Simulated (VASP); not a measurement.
Input of a VASP 6.6.1 run:

The input INCAR:

```
ALGO = Normal
EDIFF = 1E-7
ENCUT = 520
GGA = PE
ISIF = 2
ISMEAR = 0
LASPH = T
LCHARG = T
LELF = T
LREAL = F
LVHAR = T
LWAVE = F
NBANDS = 15
NELM = 100
PREC = Accurate
SIGMA = 0.15
```

Contents of KPOINTS:

```
k-points
0
Gamma
  18 18 18
```

POSCAR

```
TaN
1.0
    0.0000000000      2.2338367647      2.1566632413
    2.2338367647      0.0000000000      2.1566632413
    2.2338367647      2.2338367647      0.0000000000
Ta N
1 1
Direct
    0.4968326312      0.5031673688      0.5031673688
    0.0409173038     -0.0409173038     -0.0409173038
```

Potentials or basis: VASP PAW PBE potentials, release 64 (Ta_pv, N).

Run with:

```sh
$ cat potpaw_PBE.64/Ta_pv/POTCAR potpaw_PBE.64/N/POTCAR > POTCAR
$ mpirun -np 1 vasp_std > vasp.out
```

Problem. Predict the band gap on the k mesh.

Solution. Zero (bands 8 and 9 overlap by 3.18 eV).

Problem. Predict the largest force.

Solution. 1.527 eV/Å.

Problem. Estimate the pressure.

Solution. 7.8 GPa.

Stress tensor (GPa, compression positive):
```
12.33  0.00  0.00
 0.00 -5.00  0.00
 0.00  0.00 16.06
```

Caveat: the cell differs from its parent crystal (atoms displaced along a vibrational mode, the cell strained); the stress differs along the axes, from -5 to 16 GPa; spin-orbit coupling is left out, which moves the levels of the heavy elements; forces of over 1 eV/Å act on the atoms, so gaps and moduli don't describe the material at rest.
